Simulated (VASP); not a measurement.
# TiSi2 (Fddd) in VASP: settings compared

Aim: see how the results for TiSi2 move with the level of theory and the settings. Levels: PBE+U, PBE, r2SCAN. Tasks: single point.

All numbers are computed with VASP 6.6.1; they aren't measurements. Logs are shortened: lines on timing, memory, paths and dates and some standing lists are left out, and cuts for length are marked.

### 1 The cell of the first run

It takes space group Fddd (No. 70, orthorhombic). Conventional cell: a = 4.779 Å, b = 8.235 Å, c = 8.526 Å, α = 90.00°, β = 90.00°, γ = 90.00°. Within 3.4 Å of Ti (site symmetry 222) lie 10 Si at 2.55 to 2.78 Å and 4 Ti at 3.20 Å. Within 3.3 Å of Si (site symmetry 2) lie 9 Si at 2.52 to 3.20 Å and 5 Ti at 2.55 to 2.78 Å.

### 2 Single point, PBE+U

Contents of INCAR:

```
PREC = Accurate ; ENCUT = 520
EDIFF = 1E-6 ; ISMEAR = -1
SIGMA = 0.05 ; LREAL = F
LASPH = T ; NELM = 150
ALGO = Normal ; ISIF = 2
LWAVE = F ; LCHARG = F
LMAXMIX = 4 ; LDAU = T
LDAUTYPE = 2 ; LDAUL = 2 -1
LDAUU = 6 0 ; LDAUJ = 0 0
LDAUPRINT = 1 ; GGA = PE
NBANDS = 29
```

Contents of KPOINTS:

```
regular mesh
0
Gamma
  7 7 7
```

Contents of POSCAR:

```
TiSi2
1.0
    0.0000000000      4.1175163063      4.2628978354
    2.3895119538      0.0000000000      4.2628978354
    2.3895119538      4.1175163063      0.0000000000
Ti Si
2 4
Direct
    0.7500000000      0.7500000000      0.7500000000
    0.5000000000      0.5000000000      0.5000000000
    0.4125656100      0.0874343900      0.4125656100
    0.0874343900      0.4125656100      0.0874343900
    0.1625656100      0.8374343900      0.1625656100
    0.8374343900      0.1625656100      0.8374343900
```

Potentials or basis: VASP PAW PBE potentials, release 64 (Ti_sv, Si).

Launch:

```
$ cat potpaw_PBE.64/Ti_sv/POTCAR potpaw_PBE.64/Si/POTCAR > POTCAR
$ mpirun -np 1 vasp_std > vasp.out
```

OUTCAR:

```text
PREC = Accurate
   ENCUT = 520
   EDIFF = 1E-6
   ISMEAR = -1
   LREAL = F
   LASPH = T
   NELM = 150
   ISIF = 2
   GGA = PE

 ion  position               nearest neighbor table
   1  0.750  0.750  0.750-   6 2.55   5 2.55   6 2.55   5 2.55   3 2.74   3 2.74   4 2.74   4 2.74
                             3 2.78   4 2.78
   2  0.500  0.500  0.500-   4 2.55   3 2.55   4 2.55   3 2.55   5 2.74   5 2.74   6 2.74   6 2.74
                             5 2.78   6 2.78
   3  0.413  0.087  0.413-   6 2.52   6 2.52   2 2.55   2 2.55   4 2.68   1 2.74   1 2.74   1 2.78
                             4 2.79   4 2.79
   4  0.087  0.413  0.087-   5 2.52   5 2.52   2 2.55   2 2.55   3 2.68   1 2.74   1 2.74   1 2.78
                             3 2.79   3 2.79
   5  0.163  0.837  0.163-   4 2.52   4 2.52   1 2.55   1 2.55   6 2.68   2 2.74   2 2.74   2 2.78
                             6 2.79   6 2.79
   6  0.837  0.163  0.837-   3 2.52   3 2.52   1 2.55   1 2.55   5 2.68   2 2.74   2 2.74   2 2.78
                             5 2.79   5 2.79

  LATTYP: Found a face centered orthorhombic cell.
 ALAT       =     4.7790239076
 B/A-ratio  =     1.7231620456
 C/A-ratio  =     1.7840035613

  Lattice vectors:

 A1 = (   0.0000000000,   4.1175163063,   4.2628978354)
 A2 = (   2.3895119538,   0.0000000000,   4.2628978354)
 A3 = (   2.3895119538,   4.1175163063,   0.0000000000)

Analysis of symmetry for initial positions (statically):
=====================================================================
 Subroutine PRICEL returns:
 Original cell was already a primitive cell.

 Routine SETGRP: Setting up the symmetry group for a
 face centered orthorhombic supercell.

 Subroutine GETGRP returns: Found  8 space group operations
 (whereof  4 operations were pure point group operations)
 out of a pool of  8 trial point group operations.

The static configuration has the point symmetry D_2 .
 The point group associated with its full space group is D_2h.

Analysis of symmetry for dynamics (positions and initial velocities):
=====================================================================
 Subroutine PRICEL returns:
 Original cell was already a primitive cell.

 Routine SETGRP: Setting up the symmetry group for a
 face centered orthorhombic supercell.

 Subroutine GETGRP returns: Found  8 space group operations
 (whereof  4 operations were pure point group operations)
 out of a pool of  8 trial point group operations.

The dynamic configuration has the point symmetry D_2 .
 The point group associated with its full space group is D_2h.

 Subroutine INISYM returns: Found  8 space group operations
 (whereof  4 operations are pure point group operations),
 and found     1 'primitive' translations

----------------------------------------------------------------------------------------

                                     Primitive cell

  volume of cell :      83.8841

  direct lattice vectors                    reciprocal lattice vectors
     0.000000000  4.117516306  4.262897835    -0.209247750  0.121432427  0.117291106
     2.389511954  0.000000000  4.262897835     0.209247750 -0.121432427  0.117291106
     2.389511954  4.117516306  0.000000000     0.209247750  0.121432427 -0.117291106

  length of vectors
     5.926739280  4.886928006  4.760641544     0.268863643  0.268863643  0.268863643

  position of ions in fractional coordinates (direct lattice)
     0.750000000  0.750000000  0.750000000
     0.500000000  0.500000000  0.500000000
     0.412565610  0.087434390  0.412565610
     0.087434390  0.412565610  0.087434390
     0.162565610  0.837434390  0.162565610
[... 112 lines left out ...]
   LHFCALC =     F    Hartree Fock is set to
   AEXX    =    0.0000 exact exchange contribution
   IVDW    =     0    specifies the selected vdW correction
   LEPSILON=     F    determine dielectric tensor
   LRPA    =     F    only Hartree local field effects (RPA)
 non-spin polarized calculation
  energy-cutoff  :      520.00
  volume of cell :       83.88
 maximum number of plane-waves:      2286
 NGX is ok and might be reduce to    48
   NGX = 23   NGY = 19   NGZ = 17

atom =   1  type =  1  l = 2

 onsite density matrix

spin component  1

  0.1848  0.0000  0.0000  0.0000  0.0000
  0.0000  0.1864  0.0000  0.0000  0.0000
  0.0000  0.0000  0.1688  0.0000 -0.0086
  0.0000  0.0000  0.0000  0.2360  0.0000
  0.0000  0.0000 -0.0086  0.0000  0.1532

spin component  2

  0.1848  0.0000  0.0000  0.0000  0.0000
  0.0000  0.1864  0.0000  0.0000  0.0000
  0.0000  0.0000  0.1688  0.0000 -0.0086
  0.0000  0.0000  0.0000  0.2360  0.0000
  0.0000  0.0000 -0.0086  0.0000  0.1532

 occupancies and eigenvectors

  o =  0.1494  v =  0.0000  0.0000 -0.4058  0.0000 -0.9140  0.0000  0.0000  0.0000  0.0000  0.0000      0.0000  0.0000  0.0000  0.0000  0.0000  0.0000  0.0000  0.0000  0.0000  0.0000
  o =  0.1494  v =  0.0000  0.0000  0.0000  0.0000  0.0000  0.0000  0.0000 -0.4058  0.0000 -0.9140      0.0000  0.0000  0.0000  0.0000  0.0000  0.0000  0.0000  0.0000  0.0000  0.0000
  o =  0.1726  v =  0.0000  0.0000 -0.9140  0.0000  0.4058  0.0000  0.0000  0.0000  0.0000  0.0000      0.0000  0.0000  0.0000  0.0000  0.0000  0.0000  0.0000  0.0000  0.0000  0.0000
  o =  0.1726  v =  0.0000  0.0000  0.0000  0.0000  0.0000  0.0000  0.0000 -0.9140  0.0000  0.4058      0.0000  0.0000  0.0000  0.0000  0.0000  0.0000  0.0000  0.0000  0.0000  0.0000
  o =  0.1848  v =  0.0000  0.0000  0.0000  0.0000  0.0000  1.0000  0.0000  0.0000  0.0000  0.0000      0.0000  0.0000  0.0000  0.0000  0.0000  0.0000  0.0000  0.0000  0.0000  0.0000
  o =  0.1848  v =  1.0000  0.0000  0.0000  0.0000  0.0000  0.0000  0.0000  0.0000  0.0000  0.0000      0.0000  0.0000  0.0000  0.0000  0.0000  0.0000  0.0000  0.0000  0.0000  0.0000
  o =  0.1864  v =  0.0000  0.0000  0.0000  0.0000  0.0000  0.0000  1.0000  0.0000  0.0000  0.0000      0.0000  0.0000  0.0000  0.0000  0.0000  0.0000  0.0000  0.0000  0.0000  0.0000
  o =  0.1864  v =  0.0000  1.0000  0.0000  0.0000  0.0000  0.0000  0.0000  0.0000  0.0000  0.0000      0.0000  0.0000  0.0000  0.0000  0.0000  0.0000  0.0000  0.0000  0.0000  0.0000
  o =  0.2360  v =  0.0000  0.0000  0.0000  1.0000  0.0000  0.0000  0.0000  0.0000  0.0000  0.0000      0.0000  0.0000  0.0000  0.0000  0.0000  0.0000  0.0000  0.0000  0.0000  0.0000
  o =  0.2360  v =  0.0000  0.0000  0.0000  0.0000  0.0000  0.0000  0.0000  0.0000  1.0000  0.0000      0.0000  0.0000  0.0000  0.0000  0.0000  0.0000  0.0000  0.0000  0.0000  0.0000

atom =   2  type =  1  l = 2

 onsite density matrix

spin component  1

  0.1848  0.0000  0.0000  0.0000  0.0000
  0.0000  0.1864  0.0000  0.0000  0.0000
  0.0000  0.0000  0.1688  0.0000 -0.0086
  0.0000  0.0000  0.0000  0.2360  0.0000
  0.0000  0.0000 -0.0086  0.0000  0.1532

spin component  2

  0.1848  0.0000  0.0000  0.0000  0.0000
  0.0000  0.1864  0.0000  0.0000  0.0000
  0.0000  0.0000  0.1688  0.0000 -0.0086
  0.0000  0.0000  0.0000  0.2360  0.0000
  0.0000  0.0000 -0.0086  0.0000  0.1532

 occupancies and eigenvectors

  o =  0.1494  v =  0.0000  0.0000 -0.4058  0.0000 -0.9140  0.0000  0.0000  0.0000  0.0000  0.0000      0.0000  0.0000  0.0000  0.0000  0.0000  0.0000  0.0000  0.0000  0.0000  0.0000
  o =  0.1494  v =  0.0000  0.0000  0.0000  0.0000  0.0000  0.0000  0.0000 -0.4058  0.0000 -0.9140      0.0000  0.0000  0.0000  0.0000  0.0000  0.0000  0.0000  0.0000  0.0000  0.0000
  o =  0.1726  v =  0.0000  0.0000 -0.9140  0.0000  0.4058  0.0000  0.0000  0.0000  0.0000  0.0000      0.0000  0.0000  0.0000  0.0000  0.0000  0.0000  0.0000  0.0000  0.0000  0.0000
  o =  0.1726  v =  0.0000  0.0000  0.0000  0.0000  0.0000  0.0000  0.0000 -0.9140  0.0000  0.4058      0.0000  0.0000  0.0000  0.0000  0.0000  0.0000  0.0000  0.0000  0.0000  0.0000
  o =  0.1848  v =  0.0000  0.0000  0.0000  0.0000  0.0000  1.0000  0.0000  0.0000  0.0000  0.0000      0.0000  0.0000  0.0000  0.0000  0.0000  0.0000  0.0000  0.0000  0.0000  0.0000
  o =  0.1848  v =  1.0000  0.0000  0.0000  0.0000  0.0000  0.0000  0.0000  0.0000  0.0000  0.0000      0.0000  0.0000  0.0000  0.0000  0.0000  0.0000  0.0000  0.0000  0.0000  0.0000
  o =  0.1864  v =  0.0000  0.0000  0.0000  0.0000  0.0000  0.0000  1.0000  0.0000  0.0000  0.0000      0.0000  0.0000  0.0000  0.0000  0.0000  0.0000  0.0000  0.0000  0.0000  0.0000
  o =  0.1864  v =  0.0000  1.0000  0.0000  0.0000  0.0000  0.0000  0.0000  0.0000  0.0000  0.0000      0.0000  0.0000  0.0000  0.0000  0.0000  0.0000  0.0000  0.0000  0.0000  0.0000
  o =  0.2360  v =  0.0000  0.0000  0.0000  1.0000  0.0000  0.0000  0.0000  0.0000  0.0000  0.0000      0.0000  0.0000  0.0000  0.0000  0.0000  0.0000  0.0000  0.0000  0.0000  0.0000
  o =  0.2360  v =  0.0000  0.0000  0.0000  0.0000  0.0000  0.0000  0.0000  0.0000  1.0000  0.0000      0.0000  0.0000  0.0000  0.0000  0.0000  0.0000  0.0000  0.0000  0.0000  0.0000

 number of electron      40.0000003 magnetization

 Free energy of the ion-electron system (eV)
  ---------------------------------------------------
  ext. energy  EPLUGINS =         0.00000000
  ---------------------------------------------------
  free energy    TOTEN  =       -31.21761069 eV

  energy without entropy =      -31.19786355  energy(sigma->0) =      -31.20773712

 E-fermi :  10.6587     XC(G=0): -11.7582

 val. band max:       10.6533004295   @ k =  -0.2857   0.1429  -0.0000
 cond. band min:      10.6588513808   @ k =   0.0000   0.4286   0.4286
 fundamental gap:      0.0055509513
 Fermi energy:        10.6587013756

 k-point     1 :       0.0000    0.0000    0.0000
  band No.  band energies     occupation
      1     -47.3759      2.00000
      2     -47.3494      2.00000
      3     -23.7099      2.00000
      4     -23.6591      2.00000
      5     -23.6062      2.00000
      6     -23.5792      2.00000
[... 757 lines left out ...]
     28      14.5670      0.00000
     29      14.6762      0.00000

 [... further k-points ...]
[... 5 lines left out ...]
  --------------------------------------------------------------------------------------
  -------------------------------------------------------------------------------------
  Total        5.2740926      4.1630123      5.5577224      0.0000000      0.0000000      0.0000000
  in kB      100.7346498     79.5131244    106.1519501      0.0000000      0.0000000      0.0000000
  external PRESSURE =      95.4665748 kB  Pullay stress =       0.0000000 kB

 VOLUME and BASIS-vectors are now :
 -----------------------------------------------------------------------------
  energy-cutoff  :      520.00
  volume of cell :       83.88
      direct lattice vectors                 reciprocal lattice vectors
     0.000000000  4.117516306  4.262897835    -0.209247750  0.121432427  0.117291106
     2.389511954  0.000000000  4.262897835     0.209247750 -0.121432427  0.117291106
     2.389511954  4.117516306  0.000000000     0.209247750  0.121432427 -0.117291106

 POSITION                                       TOTAL-FORCE (eV/Angst)
 -----------------------------------------------------------------------------------
      3.58427      6.17627      6.39435         0.000000      0.000000      0.000000
      2.38951      4.11752      4.26290        -0.000000     -0.000000     -0.000000
      1.19476      3.39749      2.13145         0.000000     -0.181641     -0.000000
      1.19476      0.72003      2.13145         0.000000      0.181641     -0.000000
      2.38951      1.33873      4.26290         0.000000     -0.181641      0.000000
      2.38951      6.89630      4.26290         0.000000      0.181641      0.000000
 -----------------------------------------------------------------------------------
    total drift:                               -0.000000     -0.000000      0.000000

  FREE ENERGIE OF THE ION-ELECTRON SYSTEM (eV)
  ---------------------------------------------------
  free  energy   TOTEN  =       -31.2176106857 eV

  energy  without entropy=      -31.1978635489  energy(sigma->0) =      -31.20773712
```

Wall time 6.1 min (1 thread of Intel Xeon 8259CL, shared host); peak memory 0.31 GiB.

Results:

```yaml
Free_energy: -31.2176 eV
Pressure: 9.5 GPa
Largest_force: 0.182 eV/Å
Band_gap_on_the_k_mesh: zero (bands 20 and 21 overlap by 1.94 eV)
```

Forces in eV/Å, atoms in the order of the input:
```
Ti   0.000  0.000  0.000
Ti   0.000  0.000  0.000
Si   0.000 -0.182  0.000
Si   0.000  0.182  0.000
Si   0.000 -0.182  0.000
Si   0.000  0.182  0.000
```

Stress tensor (GPa, compression positive):
```
10.07  0.00  0.00
 0.00  7.95  0.00
 0.00  0.00 10.62
```

Levels at points of the mesh, in eV from the Fermi level:
```tsv
k point	band 17	band 18	band 19	band 20	band 21	band 22	band 23	band 24
(0.00, 0.00, 0.00)	-2.43	-2.41	-2.12	-1.78	-0.92	2.43	2.92	3.19
```

Eigenvalues of the final occupation matrices:
| site | spin | trace | eigenvalues |
| --- | --- | --- | --- |
| site 1 d | 1 | 0.93 | 0.15 0.17 0.18 0.19 0.24 |
| site 1 d | 2 | 0.93 | 0.15 0.17 0.18 0.19 0.24 |
| site 2 d | 1 | 0.93 | 0.15 0.17 0.18 0.19 0.24 |
| site 2 d | 2 | 0.93 | 0.15 0.17 0.18 0.19 0.24 |

Caveat: the cell stands under pressure; U without spin polarisation on a metal has little footing; the U is typed as a test and isn't derived for this compound.

### 3 Single point, PBE

This run uses another cell than the first one, of 14.17 Å³/atom.

Contents of INCAR:

```
SYSTEM = TiSi2
PREC = Accurate ; ENCUT = 520
EDIFF = 1E-6 ; ISMEAR = -1
SIGMA = 0.05 ; LREAL = .False.
LASPH = .True. ; NELM = 100
ALGO = Normal ; ISIF = 2
LWAVE = .False. ; LCHARG = .True.
GGA = PE ; LELF = .True.
LVHAR = .True. ; NBANDS = 29
```

Contents of KPOINTS:

```
Automatic mesh
0
Gamma
  7 7 7
  0 0 0
```

Contents of POSCAR:

```
TiSi2
1.0
    0.0000000000      4.1236645327      4.2890152180
    2.4029342479      0.0000000000      4.2890152180
    2.4029342479      4.1236645327      0.0000000000
Ti Si
2 4
Direct
    0.7500000000      0.7500000000      0.7500000000
    0.5000000000      0.5000000000      0.5000000000
    0.4127754596      0.0872245404      0.4127754596
    0.0872245404      0.4127754596      0.0872245404
    0.1627754596      0.8372245404      0.1627754596
    0.8372245404      0.1627754596      0.8372245404
```

Potentials or basis: VASP PAW PBE potentials, release 64 (Ti_sv, Si).

Launch:

```
$ cat potpaw_PBE.64/Ti_sv/POTCAR potpaw_PBE.64/Si/POTCAR > POTCAR
$ mpirun -np 1 vasp_std > vasp.out
```

Run time: 2.2 min. Hardware: 1 thread of Intel Xeon Platinum 8488C (Sapphire Rapids), shared host; peak memory 0.32 GiB.

It converged, with:

* Free energy: -40.7006 eV
* Pressure: 0.0 GPa
* Band gap on the k mesh: zero (bands 20 and 21 overlap by 1.78 eV)

Levels at points of the mesh, in eV from the Fermi level:
```
           k point  band 18  band 19  band 20  band 21  band 22  band 23
(0.00, 0.00, 0.00)    -2.05    -1.77    -1.33    -0.90     2.03     3.06
```

### 4 Single point, r2SCAN

This run uses another cell than the first one, of 13.95 Å³/atom.

Contents of POSCAR:

```
TiSi2
1.0
    0.0000000000      4.1044456569      4.2678888334
    2.3894731417      0.0000000000      4.2678888334
    2.3894731417      4.1044456569      0.0000000000
Ti Si
2 4
Direct
    0.7500000000      0.7500000000      0.7500000000
    0.5000000000      0.5000000000      0.5000000000
    0.4122585095      0.0877414905      0.4122585095
    0.0877414905      0.4122585095      0.0877414905
    0.1622585095      0.8377414905      0.1622585095
    0.8377414905      0.1622585095      0.8377414905
```

Contents of INCAR.step1:

```
SYSTEM = TiSi2
ALGO     = Normal         ! electronic algorithm
EDIFF    = 1E-4           ! SCF threshold, eV
ENCUT    = 520            ! plane-wave cutoff, eV
GGA      = PE             ! functional
ISMEAR   = -1             ! smearing method
LASPH    = .TRUE.         ! aspherical terms in the spheres
LCHARG   = .FALSE.        ! write CHGCAR
LREAL    = .FALSE.        ! projectors in reciprocal space
LWAVE    = .TRUE.         ! write WAVECAR
NBANDS   = 29             ! bands
NELM     = 60             ! most SCF steps
PREC     = Accurate       ! precision mode
SIGMA    = 0.05           ! smearing width, eV
```

Contents of INCAR.step2:

```
SYSTEM = TiSi2
ALGO     = Normal         ! electronic algorithm
EDIFF    = 1E-6           ! SCF threshold, eV
ENCUT    = 520            ! plane-wave cutoff, eV
ISIF     = 2              ! what is computed and relaxed
ISMEAR   = -1             ! smearing method
ISTART   = 1            
LASPH    = .TRUE.         ! aspherical terms in the spheres
LCHARG   = .TRUE.         ! write CHGCAR
LELF     = .TRUE.         ! ELF
LMIXTAU  = .TRUE.       
LREAL    = .FALSE.        ! projectors in reciprocal space
LVHAR    = .TRUE.       
LWAVE    = .FALSE.        ! write WAVECAR
METAGGA  = R2SCAN         ! meta-GGA
NBANDS   = 29             ! bands
NELM     = 60             ! most SCF steps
PREC     = Accurate       ! precision mode
SIGMA    = 0.05           ! smearing width, eV
```

Contents of KPOINTS:

```
k-points
0
G
  7 7 7
  0 0 0
```

Launch:

```
$ cat potpaw_PBE.64/Ti_sv/POTCAR potpaw_PBE.64/Si/POTCAR > POTCAR
$ cp INCAR.step1 INCAR
$ mpirun -np 1 vasp_std > vasp.out
$ cp INCAR.step2 INCAR
$ mpirun -np 1 vasp_std > vasp.out
```

Run time: 5.7 min. Hardware: 1 thread of Intel Xeon Platinum 8488C (Sapphire Rapids), shared host; peak memory 0.34 GiB.

Results (log left out):

```yaml
Free_energy: -64.1112 eV
Pressure: 0.3 GPa
Largest_force: 0.009 eV/Å
Band_gap_on_the_k_mesh: zero (bands 20 and 21 overlap by 1.96 eV)
```

Forces on the atoms (eV/Å):
```
Ti   0.000  0.000  0.000
Ti   0.000  0.000  0.000
Si   0.000 -0.009  0.000
Si   0.000  0.009  0.000
Si   0.000 -0.009  0.000
Si   0.000  0.009  0.000
```

Stress tensor (GPa, compression positive):
```
0.33 0.00 0.00
0.00 0.32 0.00
0.00 0.00 0.23
```

Levels at points of the mesh, in eV from the Fermi level:
```tsv
k point	band 17	band 18	band 19	band 20	band 21	band 22	band 23	band 24
(0.00, 0.00, 0.00)	-2.46	-2.32	-2.02	-1.54	-0.98	2.26	3.36	3.64
```

Caveat: the PAW data sets were made with another functional, which shifts forces and pressure a little.

### 5 Overview

```tsv
level	U	cell	gap on the mesh (eV)	pressure (GPa)	largest force (eV/Å)
PBE+U	Ti d U = 6.0 eV	a = 5.927, b = 4.887, c = 4.761 Å, angles 75.8, 53.1, 51.1°, 6 atoms, atomic positions A	none	9.5	0.18
PBE	-	a = 5.950, b = 4.916, c = 4.773 Å, angles 75.8, 53.2, 51.0°, 6 atoms, atomic positions B	none	0.0	-
r2SCAN	-	a = 5.921, b = 4.891, c = 4.749 Å, angles 75.8, 53.2, 51.0°, 6 atoms, atomic positions C	none	0.3	0.01
```

Alike in all rows: task single point; potentials or basis VASP PAW PBE potentials, release 64 (Ti_sv, Si); no spin polarisation; k mesh 7 × 7 × 7; cutoff (eV) 520; smearing fermi-dirac 0.05 eV.

Caveats: the cell stands under pressure (at least some runs); U without spin polarisation on a metal has little footing (at least some runs); the U is typed as a test and isn't derived for this compound (at least some runs); the PAW data sets were made with another functional, which shifts forces and pressure a little (at least some runs).

Total energies depend on the potentials used, so only differences within one code and one set of settings carry meaning.
